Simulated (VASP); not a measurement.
# Te2Pt in VASP: further runs

Te2Pt is run at these levels: PBE+D3(BJ); tasks: relaxation of the atoms, single point.

Program: VASP 6.6.1. These are calculated values, not measurements. Logs are shortened: lines on timing, memory, paths and dates and some standing lists are left out, and cuts for length are marked.

### Step 1. The cell of the first run

The cell holds a slab with vacuum, 6 atoms: a = 4.053 Å, b = 4.053 Å, c = 22.810 Å, α = 90.00°, β = 90.00°, γ = 120.00°.

### Step 2. Relaxation of the atoms, PBE+D3(BJ)

Contents of INCAR:

```
SYSTEM = Te2Pt
  PREC = Accurate
  ENCUT = 450
  EDIFF = 1E-7
  ISMEAR = 0
  SIGMA = 0.1
  LREAL = .FALSE.
  LASPH = .TRUE.
  NELM = 120
  ALGO = Normal
  ISIF = 2
  LWAVE = .FALSE.
  LCHARG = .FALSE.
  LDIPOL = .TRUE.
  IDIPOL = 3
  DIPOL = 0.5 0.5 0.500
  GGA = PE
  IVDW = 12
  IBRION = 2
  NSW = 80
  EDIFFG = -0.02
  GGA_COMPAT = .FALSE.
  NELMIN = 4
  NELMDL = -8
```

Contents of KPOINTS:

```
Automatic mesh
0
G
  9 9 1
  0 0 0
```

Contents of POSCAR:

```
Te2Pt
1.0
    4.0533413718      0.0000000000      0.0000000000
   -2.0266706859      3.5102965982      0.0000000000
    0.0000000000      0.0000000000     22.8101591468
Te Pt
4 2
Direct
    0.6666666667      0.3333333333      0.3288008624
    0.3333333333      0.6666666667      0.4480107390
    0.6666666667      0.3333333333      0.5519892610
    0.3333333333      0.6666666667      0.6711991376
    0.0000000000      0.0000000000      0.3884058007
    0.0000000000      0.0000000000      0.6115941993
```

Potentials or basis: VASP PAW PBE potentials, release 64 (Te, Pt).

The run is started by

```bash
cat potpaw_PBE.64/Te/POTCAR potpaw_PBE.64/Pt/POTCAR > POTCAR
mpirun -np 1 vasp_std > vasp.out
```

OUTCAR:

```text
SYSTEM = Te2Pt
   PREC = Accurate
   ENCUT = 450
   EDIFF = 1E-7
   ISMEAR = 0
   LREAL = .FALSE.
   LASPH = .TRUE.
   NELM = 120
   ISIF = 2
   GGA = PE
   IVDW = 12
   IBRION = 2
   NSW = 80
   EDIFFG = -0.02
   NELMIN = 4
   NELMDL = -8
 IVDW          = 12

 ion  position               nearest neighbor table
   1  0.667  0.333  0.329-   5 2.71   5 2.71   5 2.71   2 3.59   2 3.59   2 3.59
   2  0.333  0.667  0.448-   5 2.71   5 2.71   5 2.71   3 3.33   3 3.33   3 3.33   1 3.59   1 3.59
                             1 3.59
   3  0.667  0.333  0.552-   6 2.71   6 2.71   6 2.71   2 3.33   2 3.33   2 3.33   4 3.59   4 3.59
                             4 3.59
   4  0.333  0.667  0.671-   6 2.71   6 2.71   6 2.71   3 3.59   3 3.59   3 3.59
   5  0.000  0.000  0.388-   1 2.71   2 2.71   1 2.71   2 2.71   1 2.71   2 2.71
   6  0.000  0.000  0.612-   3 2.71   4 2.71   3 2.71   4 2.71   3 2.71   4 2.71

  LATTYP: Found a hexagonal cell.
 ALAT       =     4.0533413718
 C/A-ratio  =     5.6274952081

  Lattice vectors:

 A1 = (   4.0533413718,   0.0000000000,   0.0000000000)
 A2 = (  -2.0266706859,   3.5102965982,   0.0000000000)
 A3 = (   0.0000000000,   0.0000000000,  22.8101591468)

Analysis of symmetry for initial positions (statically):
=====================================================================
 Subroutine PRICEL returns:
 Original cell was already a primitive cell.

 Routine SETGRP: Setting up the symmetry group for a
 hexagonal supercell.

 Subroutine GETGRP returns: Found 12 space group operations
 (whereof 12 operations were pure point group operations)
 out of a pool of 24 trial point group operations.

The static configuration has the point symmetry D_3d.

Analysis of symmetry for dynamics (positions and initial velocities):
=====================================================================
 Subroutine PRICEL returns:
 Original cell was already a primitive cell.

 Routine SETGRP: Setting up the symmetry group for a
 hexagonal supercell.

 Subroutine GETGRP returns: Found 12 space group operations
 (whereof 12 operations were pure point group operations)
 out of a pool of 24 trial point group operations.

The dynamic configuration has the point symmetry D_3d.

 Subroutine INISYM returns: Found 12 space group operations
 (whereof 12 operations are pure point group operations),
 and found     1 'primitive' translations

----------------------------------------------------------------------------------------

                                     Primitive cell

  volume of cell :     324.5528

  direct lattice vectors                    reciprocal lattice vectors
     4.053341372  0.000000000  0.000000000     0.246710037  0.142438106  0.000000000
    -2.026670686  3.510296598  0.000000000     0.000000000  0.284876213  0.000000000
     0.000000000  0.000000000 22.810159147     0.000000000  0.000000000  0.043840115

  length of vectors
     4.053341372  4.053341372 22.810159147     0.284876213  0.284876213  0.043840115

  position of ions in fractional coordinates (direct lattice)
     0.666666667  0.333333333  0.328800862
     0.333333333  0.666666667  0.448010739
     0.666666667  0.333333333  0.551989261
     0.333333333  0.666666667  0.671199138
     0.000000000  0.000000000  0.388405801
     0.000000000  0.000000000  0.611594199

  ion indices of the primitive-cell ions
   primitive index   ion index
                 1           1
                 2           2
                 3           3
                 4           4
                 5           5
                 6           6

----------------------------------------------------------------------------------------

 KPOINTS: Automatic mesh

Automatic generation of k-mesh.
 Grid dimensions read from file:
 generate k-points for:    9    9    1

 Generating k-lattice:

  Cartesian coordinates                     Fractional coordinates (reciprocal lattice)
     0.027412226  0.015826456  0.000000000     0.111111111  0.000000000  0.000000000
     0.000000000  0.031652913  0.000000000     0.000000000  0.111111111  0.000000000
     0.000000000  0.000000000  0.043840115     0.000000000  0.000000000  1.000000000

  Length of vectors
     0.031652913  0.031652913  0.043840115

  Shift w.r.t. Gamma in fractional coordinates (k-lattice)
     0.000000000  0.000000000  0.000000000

 Subroutine IBZKPT returns following result:
 ===========================================

 Found     12 irreducible k-points:

 Following reciprocal coordinates:
            Coordinates               Weight
  0.000000  0.000000  0.000000      1.000000
  0.111111  0.000000  0.000000      6.000000
  0.222222 -0.000000  0.000000      6.000000
  0.333333  0.000000  0.000000      6.000000
  0.444444 -0.000000  0.000000      6.000000
  0.111111  0.111111  0.000000      6.000000
  0.222222  0.111111  0.000000     12.000000
  0.333333  0.111111  0.000000     12.000000
  0.444444  0.111111  0.000000      6.000000
  0.222222  0.222222  0.000000      6.000000
  0.333333  0.222222  0.000000     12.000000
  0.333333  0.333333  0.000000      2.000000
   k-points           NKPTS =     12   k-points in BZ     NKDIM =     12   number of bands    NBANDS=     26
   number of dos      NEDOS =    301   number of ions     NIONS =      6
   total plane-waves  NPLWV = 125440
   dimension x,y,z NGX =    28 NGY =   28 NGZ =  160
   dimension x,y,z NGXF=    56 NGYF=   56 NGZF=  320
   ions per type =               4   2
   NGX,Y,Z   is equivalent  to a cutoff of  11.48, 11.48, 11.66 a.u.
   NGXF,Y,Z  is equivalent  to a cutoff of  22.97, 22.97, 23.32 a.u.
 SYSTEM =  Te2Pt
   PREC   = accura    normal or accurate (medium, high low for compatibility)
   ISTART =      0    job   : 0-new  1-cont  2-samecut
   ICHARG =      2    charge: 1-file 2-atom 10-const
   ISPIN  =      1    spin polarized calculation?
   LNONCOLLINEAR =      F non collinear calculations
   LSORBIT =      F    spin-orbit coupling
   LASPH  =      T    aspherical Exc in radial PAW
   ENCUT  =  450.0 eV  33.07 Ry    5.75 a.u.   7.01  7.01 39.45*2*pi/ulx,y,z
   NELM   =    120;   NELMIN=  4; NELMDL= -8     # of ELM steps
   EDIFF  = 0.1E-06   stopping-criterion for ELM
   LREAL  =      F    real-space projection
   EDIFFG = -.2E-01   stopping-criterion for IOM
   NSW    =     80    number of steps for IOM
   IBRION =      2    ionic relax: 0-MD 1-quasi-New 2-CG
   NFREE  =      1    steps in history (QN), initial steepest desc. (CG)
   ISIF   =      2    stress and relaxation
   ISYM   =      2    0-nonsym 1-usesym 2-fastsym
   POTIM  = 0.5000    time-step for ionic-motion
   TEBEG  =    0.0;   TEEND  =   0.0 temperature during run
   PSTRESS=    0.0 pullay stress
   NELECT =      44.0000    total number of electrons
   NUPDOWN=      -1.0000    fix difference up-down
   EMIN   =  10.00;   EMAX   =-10.00  energy-range for DOS
   EFERMI =   0.00;   METHOD = LEGACY
   ISMEAR =     0;   SIGMA  =   0.10  broadening in eV -4-tet -1-fermi 0-gaus
   EFERMI_NEDOS =   21; number of points for ismear=-14 and -15
   IALGO  =     38    algorithm
   IMIX   =      4    mixing-type and parameters
     AMIX     =   0.40;   BMIX     =  1.00
     AMIX_MAG =   1.60;   BMIX_MAG =  1.00
  volume/ion in A,a.u.               =      54.09       365.03
  Fermi-wavevector in a.u.,A,eV,Ry     =   0.841002  1.589264  9.623199  0.707285
  Thomas-Fermi vector in A             =   1.955476
   LORBIT       =      0    0 simple, 1 ext, 2 COOP (PROOUT), +10 PAW based schemes
   GGA     = PE    functional components
   LHFCALC =     F    Hartree Fock is set to
   AEXX    =    0.0000 exact exchange contribution
   IVDW    =    12    specifies the selected vdW correction
   LEPSILON=     F    determine dielectric tensor
   LRPA    =     F    only Hartree local field effects (RPA)
 conjugate gradient relaxation of ions
 non-spin polarized calculation
 Gauss-broadening in eV      SIGMA  =   0.10
  energy-cutoff  :      450.00
  volume of cell :      324.55
 maximum number of plane-waves:      7079
 NGX is ok and might be reduce to    28
   NGX = 13   NGY = 13   NGZ = 79

--------------------------------------- Ionic step        1  -------------------------------------------

 number of electron      44.0000007 magnetization

 Free energy of the ion-electron system (eV)
  ---------------------------------------------------
  ext. energy  EPLUGINS =         0.00000000
  ---------------------------------------------------
  free energy    TOTEN  =       -26.95598735 eV

  energy without entropy =      -26.93865500  energy(sigma->0) =      -26.94732117

------------------------ aborting loop because EDIFF is reached ----------------------------------------

 Edisp (eV)   -2.66451

 E8    (eV) :    -1.2637

  FORCE on cell =-STRESS in cart. coord.  units (eV):
  Direction    XX          YY          ZZ          XY          YZ          ZX
  --------------------------------------------------------------------------------------
  -------------------------------------------------------------------------------------
  Total      -1.40809    -1.40809     0.01851     0.00000     0.00000     0.00000
  in kB      -6.95115    -6.95115     0.09138     0.00000     0.00000     0.00000
  external pressure =       -4.60 kB  Pullay stress =        0.00 kB
[... 25 lines left out ...]
  energy  without entropy=      -29.6031622753  energy(sigma->0) =      -29.61182845

--------------------------------------- Ionic step        2  -------------------------------------------

 number of electron      44.0000011 magnetization

 dipolmoment           0.000000      0.000000      0.000000 electrons x Angstroem

------------------------ aborting loop because EDIFF is reached ----------------------------------------

 Edisp (eV)   -2.66444

 E8    (eV) :    -1.2637

  FORCE on cell =-STRESS in cart. coord.  units (eV):
  Direction    XX          YY          ZZ          XY          YZ          ZX
  --------------------------------------------------------------------------------------
  -------------------------------------------------------------------------------------
  Total      -1.48453    -1.48453     0.03637    -0.00000     0.00000     0.00000
  in kB      -7.32850    -7.32850     0.17952    -0.00000     0.00000     0.00000
  external pressure =       -4.83 kB  Pullay stress =        0.00 kB
[... 25 lines left out ...]
  energy  without entropy=      -29.6095129682  energy(sigma->0) =      -29.61810510

--------------------------------------- Ionic step        3  -------------------------------------------

 number of electron      44.0000012 magnetization

 dipolmoment           0.000000      0.000000     -0.000000 electrons x Angstroem

 Free energy of the ion-electron system (eV)
  ---------------------------------------------------
  ext. energy  EPLUGINS =         0.00000000
  ---------------------------------------------------
  free energy    TOTEN  =       -26.96240751 eV

  energy without entropy =      -26.94525216  energy(sigma->0) =      -26.95382984

 E-fermi :   1.6707     XC(G=0):  -5.3885

 val. band max:        1.3559400666   @ k =   0.1111   0.1111   0.0000
 cond. band min:       1.6868318097   @ k =   0.3333   0.3333   0.0000
 fundamental gap:      0.3308917431
 Fermi energy:         1.6706704610

 k-point     1 :       0.0000    0.0000    0.0000
  band No.  band energies     occupation
      1     -12.2876      2.00000
      2     -11.6241      2.00000
      3     -10.2520      2.00000
      4      -9.3302      2.00000
      5      -4.5783      2.00000
      6      -4.0848      2.00000
[... 337 lines left out ...]
     25       3.1976      0.00000
     26       3.1976      0.00000

------------------------ aborting loop because EDIFF is reached ----------------------------------------

 vacuum level on the upper side and lower side of the slab       (xc-potential included)        -0.012        -0.012

 Edisp (eV)   -2.66443

 E8    (eV) :    -1.2637

  FORCE on cell =-STRESS in cart. coord.  units (eV):
  Direction    XX          YY          ZZ          XY          YZ          ZX
  --------------------------------------------------------------------------------------
  -------------------------------------------------------------------------------------
  Total      -1.49616    -1.49616     0.03780    -0.00000     0.00000     0.00000
  in kB      -7.38589    -7.38589     0.18661    -0.00000     0.00000     0.00000
  external pressure =       -4.86 kB  Pullay stress =        0.00 kB
[... 21 lines left out ...]
  FREE ENERGIE OF THE ION-ELECTRON SYSTEM (eV)
  ---------------------------------------------------
  free  energy   TOTEN  =       -29.6268356056 eV

  energy  without entropy=      -29.6096802535  energy(sigma->0) =      -29.61825793

 reached required accuracy - stopping structural energy minimisation

 vacuum level on the upper side and lower side of the slab         5.872         5.872
```

Wall time 7.5 min (1 thread of Intel Xeon 8259CL, shared host); peak memory 0.41 GiB.

What came out:

- Free energy: -29.6268 eV
- Energy gained by relaxing: 1.1 meV/atom
- Ionic steps: 3
- Largest force after relaxing: 0.006 eV/Å
- Band gap on the k mesh: zero (bands 22 and 23 overlap by 0.25 eV)
- Dispersion energy per atom: -0.444 eV

Forces on the atoms (eV/Å):
```
Te   0.000  0.000 -0.004
Te   0.000  0.000 -0.006
Te   0.000  0.000  0.006
Te   0.000  0.000  0.004
Pt   0.000  0.000 -0.005
Pt   0.000  0.000  0.005
```

Step by step:
```csv
step,energy change (eV),largest force (eV/Å),pressure (GPa)
1,0.0000,0.2640,-0.46
2,-0.0062,0.0346,-0.48
3,-0.0063,0.0059,-0.49
```

Final structure:
```
Te Pt
1.0
     4.05334    0.00000    0.00000
    -2.02667    3.51030    0.00000
     0.00000    0.00000   22.81016
Te Pt
4 2
Direct
  0.66667 0.33333 0.32848
  0.33333 0.66667 0.44762
  0.66667 0.33333 0.55238
  0.33333 0.66667 0.67152
  0.00000 0.00000 0.38906
  0.00000 0.00000 0.61094
```

Caveat: spin-orbit coupling is left out, which moves the levels of the heavy elements.

### Step 3. Single point, PBE+D3(BJ), non-collinear spin, zero start, spin-orbit coupling

Contents of INCAR:

```
PREC = Accurate
ENCUT = 400
EDIFF = 1E-6
ISMEAR = 0
SIGMA = 0.1
LREAL = F
LASPH = T
NELM = 200
ALGO = Normal
ISIF = 2
LWAVE = F
LCHARG = F
LNONCOLLINEAR = T
MAGMOM = 0 0 0 0 0 0 0 0 0 0 0 0 0 0 0 0 0 0
LORBIT = 11
LSORBIT = T
GGA_COMPAT = F
LORBMOM = T
LMAXMIX = 4
LDIPOL = T
IDIPOL = 3
DIPOL = 0.5 0.5 0.500
GGA = PE
IVDW = 12
NBANDS = 60
NELMDL = -8
```

Contents of KPOINTS:

```
regular mesh
0
Gamma
  9 9 1
```

Contents of POSCAR:

```
Te2Pt
1.0
    4.0533413718      0.0000000000      0.0000000000
   -2.0266706859      3.5102965982      0.0000000000
    0.0000000000      0.0000000000     22.8101591468
Te Pt
4 2
Direct
    0.6666666667      0.3333333333      0.3279935490
    0.3333333333      0.6666666667      0.4472932954
    0.6666666667      0.3333333333      0.5527066806
    0.3333333333      0.6666666667      0.6720064701
    0.0000000000      0.0000000000      0.3886543304
    0.0000000000      0.0000000000      0.6113456744
```

Potentials or basis: VASP PAW PBE potentials, release 64 (Te, Pt).

The run is started by

```bash
cat potpaw_PBE.64/Te/POTCAR potpaw_PBE.64/Pt/POTCAR > POTCAR
mpirun -np 1 vasp_ncl > vasp.out
```

Wall time 7.5 min (1 thread of Intel Xeon 6975P-C (Granite Rapids), shared host); peak memory 0.96 GiB.

Results (log left out):

```yaml
Free_energy: -30.6922 eV
Largest_force: 0.026 eV/Å
Net_moment: 0.00 μB per cell
Valence_electrons_inside_the_program's_atomic_spheres: Te 3.33; Pt 9.36
Dispersion_energy_per_atom: -0.443 eV
```

Forces on the atoms (eV/Å):
```
Te   0.000  0.000 -0.026
Te   0.000  0.000  0.018
Te   0.000  0.000 -0.018
Te   0.000  0.000  0.026
Pt   0.000  0.000 -0.006
Pt   0.000  0.000  0.006
```

Moments on the atoms (μB; x, y, z):
```
Te  0.00 0.00 0.00
Te  0.00 0.00 0.00
Te  0.00 0.00 0.00
Te  0.00 0.00 0.00
Pt  0.00 0.00 0.00
Pt  0.00 0.00 0.00
```
